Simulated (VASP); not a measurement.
# Ca2B (CdCl2 type) (R-3m) in VASP: further runs

Runs on Ca2B (CdCl2 type). Level: PBE. Tasks: single point.

Everything below comes from runs of VASP 6.6.1. Logs are shortened: lines on timing, memory, paths and dates and some standing lists are left out, and cuts for length are marked.

## (1) The cell of the first run

The structure is trigonal, space group R-3m (No. 166). The conventional cell has a = 3.160 Å, b = 3.160 Å, c = 18.371 Å, α = 90.00°, β = 90.00°, γ = 120.00°. Within 3.3 Å of B (site symmetry -3m) lie 6 Ca at 2.46 Å and 6 B at 3.16 Å. Within 3.4 Å of Ca (site symmetry 3m) lie 3 B at 2.46 Å and 9 Ca at 3.16 to 3.35 Å.

## (2) Single point, PBE (17.65 Å³/atom)

The input, INCAR:

```
SYSTEM = Ca2B
ALGO = Normal
EDIFF = 1E-6
ENCUT = 520
GGA = PE
ISIF = 2
ISMEAR = -1
LASPH = .True.
LCHARG = .False.
LREAL = .False.
LWAVE = .False.
NBANDS = 18
NELM = 60
PREC = Accurate
SIGMA = 0.05
```

The input, KPOINTS:

```
k-points
0
Gamma
  11 11 11
  0 0 0
```

The input, POSCAR:

```
Ca2B
1.0
    1.5798614626     -0.9121334407      6.1235396763
    0.0000000000      1.8242668814      6.1235396763
   -1.5798614626     -0.9121334407      6.1235396763
B Ca
1 2
Direct
    0.0000000000      0.0000000000      0.0000000000
    0.2432410048      0.2432410048      0.2432410048
    0.7567589952      0.7567589952      0.7567589952
```

Potentials or basis: VASP PAW PBE potentials, release 64 (B, Ca_sv).

Run with:

```
> cat potpaw_PBE.64/B/POTCAR potpaw_PBE.64/Ca_sv/POTCAR > POTCAR
> mpirun -np 1 vasp_std > vasp.out
```

OUTCAR:

```text
SYSTEM = Ca2B
   EDIFF = 1E-6
   ENCUT = 520
   GGA = PE
   ISIF = 2
   ISMEAR = -1
   LASPH = .True.
   LREAL = .False.
   NELM = 60
   PREC = Accurate

 ion  position               nearest neighbor table
   1  0.000  0.000  0.000-   3 2.46   2 2.46   3 2.46   2 2.46   3 2.46   2 2.46
   2  0.243  0.243  0.243-   1 2.46   1 2.46   1 2.46
   3  0.757  0.757  0.757-   1 2.46   1 2.46   1 2.46

  LATTYP: Found a trigonal (rhomboedric) cell.
 ALAT       =     6.3894982449
 COS(alpha) =     0.8777258940

  Lattice vectors:

 A1 = (   1.5798614626,  -0.9121334407,   6.1235396763)
 A2 = (   0.0000000000,   1.8242668814,   6.1235396763)
 A3 = (  -1.5798614626,  -0.9121334407,   6.1235396763)

Analysis of symmetry for initial positions (statically):
=====================================================================
 Subroutine PRICEL returns:
 Original cell was already a primitive cell.

 Routine SETGRP: Setting up the symmetry group for a
 trigonal (rhombohedral) supercell.

 Subroutine GETGRP returns: Found 12 space group operations
 (whereof 12 operations were pure point group operations)
 out of a pool of 12 trial point group operations.

The static configuration has the point symmetry D_3d.

Analysis of symmetry for dynamics (positions and initial velocities):
=====================================================================
 Subroutine PRICEL returns:
 Original cell was already a primitive cell.

 Routine SETGRP: Setting up the symmetry group for a
 trigonal (rhombohedral) supercell.

 Subroutine GETGRP returns: Found 12 space group operations
 (whereof 12 operations were pure point group operations)
 out of a pool of 12 trial point group operations.

The dynamic configuration has the point symmetry D_3d.

 Subroutine INISYM returns: Found 12 space group operations
 (whereof 12 operations are pure point group operations),
 and found     1 'primitive' translations

----------------------------------------------------------------------------------------

                                     Primitive cell

  volume of cell :      52.9458

  direct lattice vectors                    reciprocal lattice vectors
     1.579861463 -0.912133441  6.123539676     0.316483446 -0.182721803  0.054434747
     0.000000000  1.824266881  6.123539676     0.000000000  0.365443606  0.054434747
    -1.579861463 -0.912133441  6.123539676    -0.316483446 -0.182721803  0.054434747

  length of vectors
     6.389498245  6.389498245  6.389498245     0.369475534  0.369475534  0.369475534

[... 81 lines left out ...]
   NELM   =     60;   NELMIN=  2; NELMDL= -5     # of ELM steps
   EDIFF  = 0.1E-05   stopping-criterion for ELM
   LREAL  =      F    real-space projection
   EDIFFG = 0.1E-04   stopping-criterion for IOM
   NSW    =      0    number of steps for IOM
   IBRION =     -1    ionic relax: 0-MD 1-quasi-New 2-CG
   NFREE  =      0    steps in history (QN), initial steepest desc. (CG)
   ISIF   =      2    stress and relaxation
   ISYM   =      2    0-nonsym 1-usesym 2-fastsym
   POTIM  = 0.5000    time-step for ionic-motion
   TEBEG  =    0.0;   TEEND  =   0.0 temperature during run
   PSTRESS=    0.0 pullay stress
   NELECT =      23.0000    total number of electrons
   NUPDOWN=      -1.0000    fix difference up-down
   EMIN   =  10.00;   EMAX   =-10.00  energy-range for DOS
   EFERMI =   0.00;   METHOD = LEGACY
   ISMEAR =    -1;   SIGMA  =   0.05  broadening in eV -4-tet -1-fermi 0-gaus
   EFERMI_NEDOS =   21; number of points for ismear=-14 and -15
   IALGO  =     38    algorithm
   IMIX   =      4    mixing-type and parameters
     AMIX     =   0.40;   BMIX     =  1.00
     AMIX_MAG =   1.60;   BMIX_MAG =  1.00
  volume/ion in A,a.u.               =      17.65       119.10
  Fermi-wavevector in a.u.,A,eV,Ry     =   1.239863  2.343001 20.915697  1.537260
  Thomas-Fermi vector in A             =   2.374328
   LORBIT       =      0    0 simple, 1 ext, 2 COOP (PROOUT), +10 PAW based schemes
   GGA     = PE    functional components
   LHFCALC =     F    Hartree Fock is set to
   AEXX    =    0.0000 exact exchange contribution
   IVDW    =     0    specifies the selected vdW correction
   LEPSILON=     F    determine dielectric tensor
   LRPA    =     F    only Hartree local field effects (RPA)
 non-spin polarized calculation
  energy-cutoff  :      520.00
  volume of cell :       52.95
 maximum number of plane-waves:      1440
   NGX = 23   NGY = 23   NGZ = 23

 number of electron      23.0000001 magnetization

 Free energy of the ion-electron system (eV)
  ---------------------------------------------------
  ext. energy  EPLUGINS =         0.00000000
  ---------------------------------------------------
  free energy    TOTEN  =        -7.28664183 eV

  energy without entropy =       -7.27447436  energy(sigma->0) =       -7.28055809

 E-fermi :   4.6502     XC(G=0): -10.1760

 val. band max:        4.6432232195   @ k =   0.4545  -0.0000   0.0000
 cond. band min:       4.6568612032   @ k =  -0.4545   0.3636   0.3636
 fundamental gap:      0.0136379837
 Fermi energy:         4.6502122461

 k-point     1 :       0.0000    0.0000    0.0000
  band No.  band energies     occupation
      1     -35.3944      2.00000
      2     -35.3225      2.00000
      3     -16.8137      2.00000
      4     -16.2229      2.00000
      5     -16.0742      2.00000
      6     -16.0742      2.00000
[... 481 lines left out ...]
      5     -16.5623      2.00000
      6     -16.2792      2.00000
[... 10 lines left out ...]
     17       8.6203      0.00000
     18      10.8155      0.00000

 [... further k-points ...]

------------------------ aborting loop because EDIFF is reached ----------------------------------------

  FORCE on cell =-STRESS in cart. coord.  units (eV):
  Direction    XX          YY          ZZ          XY          YZ          ZX
  --------------------------------------------------------------------------------------
  -------------------------------------------------------------------------------------
  Total        8.5343833      8.5343833      8.5938972      0.0000000      0.0000000      0.0000000
  in kB      258.2566770    258.2566770    260.0576088      0.0000000      0.0000000      0.0000000
  external PRESSURE =     258.8569876 kB  Pullay stress =       0.0000000 kB

 VOLUME and BASIS-vectors are now :
 -----------------------------------------------------------------------------
  energy-cutoff  :      520.00
  volume of cell :       52.95
      direct lattice vectors                 reciprocal lattice vectors
     1.579861463 -0.912133441  6.123539676     0.316483446 -0.182721803  0.054434747
     0.000000000  1.824266881  6.123539676     0.000000000  0.365443606  0.054434747
    -1.579861463 -0.912133441  6.123539676    -0.316483446 -0.182721803  0.054434747

 POSITION                                       TOTAL-FORCE (eV/Angst)
 -----------------------------------------------------------------------------------
      0.00000      0.00000      0.00000         0.000000      0.000000     -0.000000
      0.00000      0.00000      4.46849         0.000000     -0.000000     -0.024287
      0.00000      0.00000     13.90213         0.000000     -0.000000      0.024287
 -----------------------------------------------------------------------------------
    total drift:                               -0.000000     -0.000000      0.000000

  FREE ENERGIE OF THE ION-ELECTRON SYSTEM (eV)
  ---------------------------------------------------
  free  energy   TOTEN  =        -7.2866418278 eV

  energy  without entropy=       -7.2744743570  energy(sigma->0) =       -7.28055809
```

stdout:

```text
POSCAR found type information on POSCAR B Ca
 POSCAR found :  2 types and       3 ions
 scaLAPACK will be used
 LDA part: xc-table for (Slater+PW92), standard interpolation
 POSCAR, INCAR and KPOINTS ok, starting setup
 FFT: planning ... GRIDC
 FFT: planning ... GRID_SOFT
 FFT: planning ... GRID
 WAVECAR not read
 entering main loop
```

It took 2.4 min on 1 thread of Intel Xeon 6975P-C (Granite Rapids), shared host; peak memory 0.39 GiB.

Results:

* Free energy: -7.2866 eV
* Pressure: 25.9 GPa
* Largest force: 0.024 eV/Å
* Band gap on the k mesh: zero (an odd number of electrons rules out a gap without spin polarisation)

Forces in eV/Å, atoms in the order of the input:
```
B    0.000  0.000  0.000
Ca   0.000  0.000 -0.024
Ca   0.000  0.000  0.024
```

Caveat: the cell stands under pressure.

(Part 1 of 3 ends here.)
